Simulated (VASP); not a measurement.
# Rh (I4/mmm) in VASP: a series of runs

Runs on Rh. Level: PBE. Tasks: single point.

Program: VASP 6.6.1. These are calculated values, not measurements. Logs are shortened: lines on timing, memory, paths and dates and some standing lists are left out, and cuts for length are marked.

## 1. The cell of the first run

The structure is tetragonal, space group I4/mmm (No. 139). Conventional cell: a = 2.689 Å, b = 2.689 Å, c = 3.651 Å, α = 90.00°, β = 90.00°, γ = 90.00°. Within 3.5 Å of Rh (site symmetry 4/mmm) lie 12 Rh at 2.64 to 2.69 Å.

## 2. Single point, PBE (strain -0.0400 x Voigt [1, 0, 0, 0, 0, 0])

The input, INCAR:

```
PREC = Accurate
ENCUT = 520
EDIFF = 1E-7
ISMEAR = 0
SIGMA = 0.15
LREAL = False
LASPH = True
NELM = 100
ALGO = Fast
ISIF = 2
LWAVE = False
LCHARG = False
GGA = PE
NBANDS = 14
```

The input, KPOINTS:

```
Automatic mesh
0
Gamma
  22 22 22
```

The input, POSCAR:

```
Rh
1.0
    0.0000000000      1.9015500000      1.9015500000
    1.8254880000      0.0000000000      1.9015500000
    1.8254880000      1.9015500000      0.0000000000
Rh
1
Direct
    0.0000000000      0.0000000000      0.0000000000
```

Potentials or basis: VASP PAW PBE potentials, release 64 (Rh_pv).

Started as:

```console
$ cat potpaw_PBE.64/Rh_pv/POTCAR > POTCAR
$ mpirun -np 1 vasp_std > vasp.out
```

OUTCAR:

```text
PREC = Accurate
   ENCUT = 520
   EDIFF = 1E-7
   ISMEAR = 0
   LREAL = False
   LASPH = True
   NELM = 100
   ISIF = 2
   GGA = PE

 ion  position               nearest neighbor table
   1  0.000  0.000  0.000-

  LATTYP: Found a body centered tetragonal cell.
 ALAT       =     2.6891977995
 C/A-ratio  =     1.3576450199

  Lattice vectors:

 A1 = (  -1.8254880000,   0.0000000000,  -1.9015500000)
 A2 = (  -1.8254880000,   0.0000000000,   1.9015500000)
 A3 = (   1.8254880000,   1.9015500000,   0.0000000000)

Analysis of symmetry for initial positions (statically):
=====================================================================
 Subroutine PRICEL returns:
 Original cell was already a primitive cell.

 Routine SETGRP: Setting up the symmetry group for a
 body centered tetragonal supercell.

 Subroutine GETGRP returns: Found 16 space group operations
 (whereof 16 operations were pure point group operations)
 out of a pool of 16 trial point group operations.

The static configuration has the point symmetry D_4h.

Analysis of symmetry for dynamics (positions and initial velocities):
=====================================================================
 Subroutine PRICEL returns:
 Original cell was already a primitive cell.

 Routine SETGRP: Setting up the symmetry group for a
 body centered tetragonal supercell.

 Subroutine GETGRP returns: Found 16 space group operations
 (whereof 16 operations were pure point group operations)
 out of a pool of 16 trial point group operations.

The dynamic configuration has the point symmetry D_4h.

 Subroutine INISYM returns: Found 16 space group operations
 (whereof 16 operations are pure point group operations),
 and found     1 'primitive' translations

----------------------------------------------------------------------------------------

                                     Primitive cell

  volume of cell :      13.2015

  direct lattice vectors                    reciprocal lattice vectors
     0.000000000  1.901550000  1.901550000    -0.273899363  0.262943388  0.262943388
     1.825488000  0.000000000  1.901550000     0.273899363 -0.262943388  0.262943388
     1.825488000  1.901550000  0.000000000     0.273899363  0.262943388 -0.262943388

  length of vectors
     2.689197800  2.635962602  2.635962602     0.461843385  0.461843385  0.461843385

  position of ions in fractional coordinates (direct lattice)
     0.000000000  0.000000000  0.000000000

  ion indices of the primitive-cell ions
   primitive index   ion index
                 1           1

----------------------------------------------------------------------------------------

 KPOINTS: Automatic mesh

Automatic generation of k-mesh.
 Grid dimensions read from file:
 generate k-points for:   22   22   22

 Generating k-lattice:

  Cartesian coordinates                     Fractional coordinates (reciprocal lattice)
    -0.012449971  0.011951972  0.011951972     0.045454545  0.000000000  0.000000000
     0.012449971 -0.011951972  0.011951972     0.000000000  0.045454545 -0.000000000
     0.012449971  0.011951972 -0.011951972     0.000000000 -0.000000000  0.045454545

  Length of vectors
     0.020992881  0.020992881  0.020992881

  Shift w.r.t. Gamma in fractional coordinates (k-lattice)
     0.000000000  0.000000000  0.000000000

 Subroutine IBZKPT returns following result:
 ===========================================

 Found    834 irreducible k-points:

 Following reciprocal coordinates:
            Coordinates               Weight
  0.000000  0.000000  0.000000      1.000000
  0.045455 -0.000000 -0.000000      8.000000
  0.090909 -0.000000 -0.000000      8.000000
  0.136364 -0.000000 -0.000000      8.000000
  0.181818 -0.000000 -0.000000      8.000000
  0.227273 -0.000000 -0.000000      8.000000
[... 16 lines left out ...]
  0.500000  0.045455 -0.000000     16.000000
 -0.454545  0.045455  0.000000     16.000000
 [... further k-points ...]
   k-points           NKPTS =    834   k-points in BZ     NKDIM =    834   number of bands    NBANDS=     14
   number of dos      NEDOS =    301   number of ions     NIONS =      1
   total plane-waves  NPLWV =   8000
   dimension x,y,z NGX =    20 NGY =   20 NGZ =   20
   dimension x,y,z NGXF=    40 NGYF=   40 NGZF=   40
   ions per type =               1
   NGX,Y,Z   is equivalent  to a cutoff of  12.36, 12.61, 12.61 a.u.
   NGXF,Y,Z  is equivalent  to a cutoff of  24.73, 25.23, 25.23 a.u.
 SYSTEM =  unknown system
   PREC   = accura    normal or accurate (medium, high low for compatibility)
   ISTART =      0    job   : 0-new  1-cont  2-samecut
   ICHARG =      2    charge: 1-file 2-atom 10-const
   ISPIN  =      1    spin polarized calculation?
   LNONCOLLINEAR =      F non collinear calculations
   LSORBIT =      F    spin-orbit coupling
   LASPH  =      T    aspherical Exc in radial PAW
   ENCUT  =  520.0 eV  38.22 Ry    6.18 a.u.   5.00  4.90  4.90*2*pi/ulx,y,z
   NELM   =    100;   NELMIN=  2; NELMDL= -5     # of ELM steps
   EDIFF  = 0.1E-06   stopping-criterion for ELM
   LREAL  =      F    real-space projection
   EDIFFG = 0.1E-05   stopping-criterion for IOM
   NSW    =      0    number of steps for IOM
   IBRION =     -1    ionic relax: 0-MD 1-quasi-New 2-CG
   NFREE  =      0    steps in history (QN), initial steepest desc. (CG)
   ISIF   =      2    stress and relaxation
   ISYM   =      2    0-nonsym 1-usesym 2-fastsym
   POTIM  = 0.5000    time-step for ionic-motion
   TEBEG  =    0.0;   TEEND  =   0.0 temperature during run
   PSTRESS=    0.0 pullay stress
   NELECT =      15.0000    total number of electrons
   NUPDOWN=      -1.0000    fix difference up-down
   EMIN   =  10.00;   EMAX   =-10.00  energy-range for DOS
   EFERMI =   0.00;   METHOD = LEGACY
   ISMEAR =     0;   SIGMA  =   0.15  broadening in eV -4-tet -1-fermi 0-gaus
   EFERMI_NEDOS =   21; number of points for ismear=-14 and -15
   IALGO  =     68    algorithm
   IMIX   =      4    mixing-type and parameters
     AMIX     =   0.40;   BMIX     =  1.00
     AMIX_MAG =   1.60;   BMIX_MAG =  1.00
  volume/ion in A,a.u.               =      13.20        89.09
  Fermi-wavevector in a.u.,A,eV,Ry     =   1.708298  3.228216 39.705661  2.918284
  Thomas-Fermi vector in A             =   2.786992
   LORBIT       =      0    0 simple, 1 ext, 2 COOP (PROOUT), +10 PAW based schemes
   GGA     = PE    functional components
   LHFCALC =     F    Hartree Fock is set to
   AEXX    =    0.0000 exact exchange contribution
   IVDW    =     0    specifies the selected vdW correction
   LEPSILON=     F    determine dielectric tensor
   LRPA    =     F    only Hartree local field effects (RPA)
 non-spin polarized calculation
 RMM-DIIS sequential band-by-band and
 Gauss-broadening in eV      SIGMA  =   0.15
  energy-cutoff  :      520.00
  volume of cell :       13.20
 maximum number of plane-waves:       370
   NGX =  9   NGY =  9   NGZ =  9

 number of electron      15.0000003 magnetization

 Free energy of the ion-electron system (eV)
  ---------------------------------------------------
  ext. energy  EPLUGINS =         0.00000000
  ---------------------------------------------------
  free energy    TOTEN  =        -7.20666546 eV

  energy without entropy =       -7.19259390  energy(sigma->0) =       -7.19962968

 E-fermi :  12.6580     XC(G=0): -14.2951

 val. band max:       12.6559657688   @ k =  -0.3636   0.3636   0.2727
 cond. band min:      12.6581983178   @ k =   0.3182   0.1818   0.0000
 fundamental gap:      0.0022325491
 Fermi energy:        12.6580174301

 k-point     1 :       0.0000    0.0000    0.0000
  band No.  band energies     occupation
      1     -33.7907      2.00000
      2     -33.7907      2.00000
      3     -33.7658      2.00000
      4       4.4051      2.00000
      5       9.2494      2.00000
      6       9.2494      2.00000
      7       9.6964      2.00000
      8      11.3270      2.00000
      9      11.8752      2.00000
     10      28.6549      0.00000
     11      33.0820      0.00000
     12      33.8709      0.00000
     13      33.8709      0.00000
     14      35.2618      0.00000

 k-point     2 :       0.0455   -0.0000   -0.0000
  band No.  band energies     occupation
      1     -33.8044      2.00000
      2     -33.7935      2.00000
      3     -33.7717      2.00000
      4       4.4924      2.00000
      5       9.2366      2.00000
      6       9.2843      2.00000
      7       9.7033      2.00000
      8      11.3114      2.00000
      9      11.8501      2.00000
     10      28.7867      0.00000
     11      33.0815      0.00000
     12      33.5822      0.00000
     13      34.0008      0.00000
     14      35.1759      0.00000

 k-point     3 :       0.0909   -0.0000   -0.0000
  band No.  band energies     occupation
      1     -33.8530      2.00000
      2     -33.8019      2.00000
      3     -33.7803      2.00000
      4       4.7463      2.00000
      5       9.1797      2.00000
      6       9.3785      2.00000
      7       9.7482      2.00000
      8      11.2774      2.00000
      9      11.7850      2.00000
     10      29.1558      0.00000
     11      32.6489      0.00000
     12      33.0848      0.00000
     13      34.3830      0.00000
     14      35.3651      0.00000
[... 324 lines left out ...]
 k-point    23 :       0.5000    0.0455   -0.0000
  band No.  band energies     occupation
      1     -34.6179      2.00000
      2     -33.9389      2.00000
      3     -33.8716      2.00000
      4       6.2665      2.00000
      5       9.0346      2.00000
      6       9.5824      2.00000
      7      12.4275      1.97024
      8      13.2245      0.00000
      9      14.2629      0.00000
     10      21.7814      0.00000
     11      28.2367      0.00000
     12      33.0827      0.00000
     13      33.8500      0.00000
     14      34.6016      0.00000

 k-point    24 :      -0.4545    0.0455    0.0000
  band No.  band energies     occupation
      1     -34.6133      2.00000
      2     -33.9399      2.00000
      3     -33.8690      2.00000
      4       6.2738      2.00000
      5       9.0475      2.00000
      6       9.5882      2.00000
      7      12.3913      1.98808
      8      13.1310      0.00001
      9      14.2401      0.00000
     10      21.9081      0.00000
     11      28.2667      0.00000
     12      33.0826      0.00000
     13      33.7790      0.00000
     14      34.8064      0.00000

 [... further k-points ...]
[... 5 lines left out ...]
  --------------------------------------------------------------------------------------
  -------------------------------------------------------------------------------------
  Total        2.1621113      1.2782337      1.2782337      0.0000000      0.0000000      0.0000000
  in kB      262.4001953    155.1302098    155.1302098      0.0000000      0.0000000      0.0000000
  external PRESSURE =     190.8868716 kB  Pullay stress =       0.0000000 kB

 VOLUME and BASIS-vectors are now :
 -----------------------------------------------------------------------------
  energy-cutoff  :      520.00
  volume of cell :       13.20
      direct lattice vectors                 reciprocal lattice vectors
     0.000000000  1.901550000  1.901550000    -0.273899363  0.262943388  0.262943388
     1.825488000  0.000000000  1.901550000     0.273899363 -0.262943388  0.262943388
     1.825488000  1.901550000  0.000000000     0.273899363  0.262943388 -0.262943388

 POSITION                                       TOTAL-FORCE (eV/Angst)
 -----------------------------------------------------------------------------------
      0.00000      0.00000      0.00000         0.000000      0.000000      0.000000
 -----------------------------------------------------------------------------------
    total drift:                                0.000000      0.000000     -0.000000

  FREE ENERGIE OF THE ION-ELECTRON SYSTEM (eV)
  ---------------------------------------------------
  free  energy   TOTEN  =        -7.2066654560 eV

  energy  without entropy=       -7.1925939041  energy(sigma->0) =       -7.19962968
```

It took 74 s on 1 thread of Intel Xeon 6975P-C (Granite Rapids), shared host; peak memory 0.24 GiB.

Results:

- Free energy: -7.2067 eV
- Pressure: 19.1 GPa

Levels at points of the mesh, in eV from the Fermi level:
```
           k point  band 3  band 4  band 5  band 6  band 7  band 8  band 9  band 10  band 11  band 12
(0.00, 0.00, 0.00)  -46.42   -8.25   -3.41   -3.41   -2.96   -1.33   -0.78    16.00    20.42    21.21
(0.50, 0.00, 0.00)  -46.52   -6.46   -3.60   -3.10    0.50    0.70    0.75     9.09    15.46    20.43
(0.50, 0.50, 0.00)  -46.70   -6.69   -6.29    0.59    0.86    1.25    3.03    12.43    13.58    14.10
(0.00, 0.50, 0.50)  -46.80   -6.71   -6.35    0.57    1.09    1.09    3.95    13.07    13.07    13.61
```

Caveat: the cell differs from its parent crystal (strain -0.0400 x Voigt [1, 0, 0, 0, 0, 0]).

## 3. Single point, PBE (strain -0.0300 x Voigt [1, 0, 0, 0, 0, 0])

The input, INCAR:

```
PREC = Accurate ; ENCUT = 520
EDIFF = 1E-6 ; ISMEAR = 0
SIGMA = 0.15 ; LREAL = False
LASPH = True ; NELM = 100
ALGO = Fast ; ISIF = 2
LWAVE = False ; LCHARG = False
GGA = PE ; NBANDS = 14
```

KPOINTS is that of step 2.

The input, POSCAR:

```
Rh
1.0
    0.0000000000      1.9015500000      1.9015500000
    1.8445035000      0.0000000000      1.9015500000
    1.8445035000      1.9015500000      0.0000000000
Rh
1
Direct
    0.0000000000      0.0000000000      0.0000000000
```

Potentials or basis: VASP PAW PBE potentials, release 64 (Rh_pv).

Started as:

```console
$ cat potpaw_PBE.64/Rh_pv/POTCAR > POTCAR
$ mpirun -np 1 vasp_std > vasp.out
```

Run time: 62 s. Hardware: 1 thread of Intel Xeon 6975P-C (Granite Rapids), shared host; peak memory 0.25 GiB.

The run converged. Its results:

```yaml
Free_energy: -7.2269 eV
Pressure: 15.4 GPa
```

Stress tensor (GPa, compression positive):
```
20.64  0.00  0.00
 0.00 12.76  0.00
 0.00  0.00 12.76
```

Levels at points of the mesh, in eV from the Fermi level:
```csv
k point,band 5,band 6,band 7,band 8,band 9,band 10
"(0.00, 0.00, 0.00)",-3.32,-3.32,-2.99,-1.24,-0.83,15.99
"(0.50, 0.00, 0.00)",-3.48,-3.12,0.52,0.70,0.71,8.97
"(0.50, 0.50, 0.00)",-6.20,0.58,0.89,1.18,3.09,12.39
"(0.00, 0.50, 0.50)",-6.24,0.56,1.07,1.07,3.77,13.14
```

Caveat: the cell differs from its parent crystal (strain -0.0300 x Voigt [1, 0, 0, 0, 0, 0]).

## 4. Single point, PBE (strain -0.0200 x Voigt [1, 0, 0, 0, 0, 0])

The input, INCAR:

```
PREC = Accurate
ENCUT = 520
EDIFF = 1E-7
ISMEAR = 0
SIGMA = 0.15
LREAL = False
LASPH = True
NELM = 60
ALGO = Fast
ISIF = 2
LWAVE = False
LCHARG = False
GGA = PE
NBANDS = 14
```

The input, KPOINTS:

```
regular mesh
0
Gamma
  22 22 22
```

The input, POSCAR:

```
Rh
1.0
    0.0000000000      1.9015500000      1.9015500000
    1.8635190000      0.0000000000      1.9015500000
    1.8635190000      1.9015500000      0.0000000000
Rh
1
Direct
    0.0000000000      0.0000000000      0.0000000000
```

Started as:

```console
$ cat potpaw_PBE.64/Rh_pv/POTCAR > POTCAR
$ mpirun -np 1 vasp_std > vasp.out
```

It took 82 s on 1 thread of Intel Xeon 6975P-C (Granite Rapids), shared host; peak memory 0.25 GiB.

Results (log left out):

```
Free energy : -7.2425 eV
Pressure    : 12.0 GPa
```

Stress tensor (GPa, compression positive):
```
15.46  0.00  0.00
 0.00 10.31  0.00
 0.00  0.00 10.31
```

Levels at points of the mesh, in eV from the Fermi level:
```csv
k point,band 5,band 6,band 7,band 8,band 9,band 10
"(0.00, 0.00, 0.00)",-3.24,-3.24,-3.02,-1.15,-0.89,15.99
"(0.50, 0.00, 0.00)",-3.37,-3.13,0.54,0.66,0.72,8.86
"(0.50, 0.50, 0.00)",-6.11,0.57,0.93,1.12,3.15,12.35
"(0.00, 0.50, 0.50)",-6.14,0.56,1.04,1.04,3.59,12.92
```

Caveat: the cell differs from its parent crystal (strain -0.0200 x Voigt [1, 0, 0, 0, 0, 0]).

## 5. Single point, PBE (strain -0.0100 x Voigt [1, 0, 0, 0, 0, 0])

The input, INCAR:

```
SYSTEM = Rh
ALGO     = Fast           ! electronic algorithm
EDIFF    = 1E-6           ! SCF threshold, eV
ENCUT    = 520            ! plane-wave cutoff, eV
GGA      = PE             ! functional
ISIF     = 2              ! what is computed and relaxed
ISMEAR   = 0              ! smearing method
LASPH    = .TRUE.         ! aspherical terms in the spheres
LCHARG   = .TRUE.         ! write CHGCAR
LELF     = .TRUE.         ! ELF
LREAL    = .FALSE.        ! projectors in reciprocal space
LVHAR    = .TRUE.       
LWAVE    = .FALSE.        ! write WAVECAR
NBANDS   = 14             ! bands
NELM     = 80             ! most SCF steps
PREC     = Accurate       ! precision mode
SIGMA    = 0.15           ! smearing width, eV
```

The input, KPOINTS:

```
k-points
0
G
  22 22 22
  0 0 0
```

The input, POSCAR:

```
Rh
1.0
    0.0000000000      1.9015500000      1.9015500000
    1.8825345000      0.0000000000      1.9015500000
    1.8825345000      1.9015500000      0.0000000000
Rh
1
Direct
    0.0000000000      0.0000000000      0.0000000000
```

Started as:

```console
$ cat potpaw_PBE.64/Rh_pv/POTCAR > POTCAR
$ mpirun -np 1 vasp_std > vasp.out
```

It took 59 s on 1 thread of Intel Xeon 6975P-C (Granite Rapids), shared host; peak memory 0.24 GiB.

Results (log left out):

| Quantity | Value |
| --- | --- |
| Free energy | -7.2537 eV |
| Pressure | 8.8 GPa |

Stress tensor (GPa, compression positive):
```
10.47  0.00  0.00
 0.00  7.96  0.00
 0.00  0.00  7.96
```

Levels at points of the mesh, in eV from the Fermi level:
```
           k point  band 4  band 5  band 6  band 7  band 8  band 9  band 10  band 11
(0.00, 0.00, 0.00)   -8.03   -3.16   -3.16   -3.05   -1.07   -0.94    16.00    20.51
(0.50, 0.00, 0.00)   -6.19   -3.26   -3.14    0.56    0.61    0.73     8.75    15.50
(0.50, 0.50, 0.00)   -6.40   -6.03    0.56    0.96    1.05    3.21    12.31    13.39
(0.00, 0.50, 0.50)   -6.41   -6.04    0.55    1.02    1.02    3.43    12.60    13.27
```

Caveat: the cell differs from its parent crystal (strain -0.0100 x Voigt [1, 0, 0, 0, 0, 0]).

## 6. The runs side by side

| cell | further INCAR settings | gap on the mesh (eV) | pressure (GPa) |
| --- | --- | --- | --- |
| a = 2.689, b = 2.636, c = 2.636 Å, angles 61.3, 59.3, 59.3°, 1 atom | ALGO = Fast; EDIFF = 1e-07; NBANDS = 14 | none | 19.1 |
| a = 2.689, b = 2.649, c = 2.649 Å, angles 61.0, 59.5, 59.5°, 1 atom | ALGO = Fast; EDIFF = 1e-06; NBANDS = 14 | none | 15.4 |
| a = 2.689, b = 2.662, c = 2.662 Å, angles 60.7, 59.7, 59.7°, 1 atom | ALGO = Fast; EDIFF = 1e-07; NBANDS = 14 | none | 12.0 |
| a = 2.689, b = 2.676, c = 2.676 Å, angles 60.3, 59.8, 59.8°, 1 atom | ALGO = Fast; EDIFF = 1e-06; NBANDS = 14 | none | 8.8 |

Alike in all rows: task single point; level PBE; potentials or basis VASP PAW PBE potentials, release 64 (Rh_pv); no spin polarisation; k mesh 22 × 22 × 22; cutoff (eV) 520; smearing gaussian 0.15 eV.

Total energies depend on the potentials used, so only differences within one code and one set of settings carry meaning.
